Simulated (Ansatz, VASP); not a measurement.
**Two plane-wave programs on LiCl**

Contents of INCAR:

```
SYSTEM = LiCl
ALGO = Normal ; EDIFF = 1E-6
ENCUT = 520 ; GGA = CA
ISIF = 2 ; ISMEAR = 0
LASPH = .True. ; LCHARG = .False.
LREAL = .False. ; LWAVE = .False.
NBANDS = 18 ; NELM = 100
PREC = Accurate ; SIGMA = 0.05
```

The input KPOINTS:

```
k-points
0
Gamma
  9 9 4
  0 0 0
```

POSCAR

```
LiCl
1.0
    3.6893892758      0.0000000000      0.0000000000
   -1.8446946379      3.1951048373      0.0000000000
    0.0000000000      0.0000000000      6.3571610000
Li Cl
2 2
Direct
    0.6666666667      0.3333333333      0.8760170000
    0.3333333333      0.6666666667      0.3760170000
    0.6666666667      0.3333333333      0.4989840000
    0.3333333333      0.6666666667      0.9989840000
```

Input for Ansatz:

```yaml
crystal:
  lattice:
    - [3.6893892758, 0.0, 0.0]
    - [-1.8446946379, 3.1951048373, 0.0]
    - [0.0, 0.0, 6.357161]
  atoms:
    - { symbol: Li, position: [0.6666666667, 0.3333333333, 0.876017] }
    - { symbol: Li, position: [0.3333333333, 0.6666666667, 0.376017] }
    - { symbol: Cl, position: [0.6666666667, 0.3333333333, 0.498984] }
    - { symbol: Cl, position: [0.3333333333, 0.6666666667, 0.998984] }
basis:
  ecutwfc: 420
kpoints:
  mp_grid: { grid: [9, 9, 4] }
hamiltonian:
  xc: lda
scf:
  occupations: { method: gaussian, width: 0.05 }
output:
  forces: true
  stress: true
  eigenvalues: true
```

Change from the starting cell: strain -0.0600 x Voigt [1, 1, 0, 0, 0, 0], atoms carried along.

Alike in both runs: task single point; functional LDA; k mesh 9 × 9 × 4; occupations gaussian, width 0.05 eV; no spin polarisation.

|  | VASP | Ansatz |
| --- | --- | --- |
| version | VASP 6.6.1 | Ansatz 0.2.0 |
| potentials or method | VASP PAW LDA potentials, release 64 (Li_sv, Cl), cutoff 520 eV | scalar-relativistic, plane waves, PAW |
| valence electrons in the cell | 20 | 20 |

```csv
,VASP,Ansatz,Ansatz less VASP
gap on the k mesh at the Fermi level (eV),5.88,5.87,-0.011
least direct gap on the mesh (eV),5.88,5.87,-0.011
rms of the force components (eV/Å),0.103,0.102,-0.0010
```

LDA's correlation is that of Perdew and Zunger in VASP and of Perdew and Wang (1992) in Ansatz. Atom by atom the forces differ by 0.001 eV/Å (rms over components).

Noted on VASP's run: the cutoff is short for stress, so the pressure is rough.
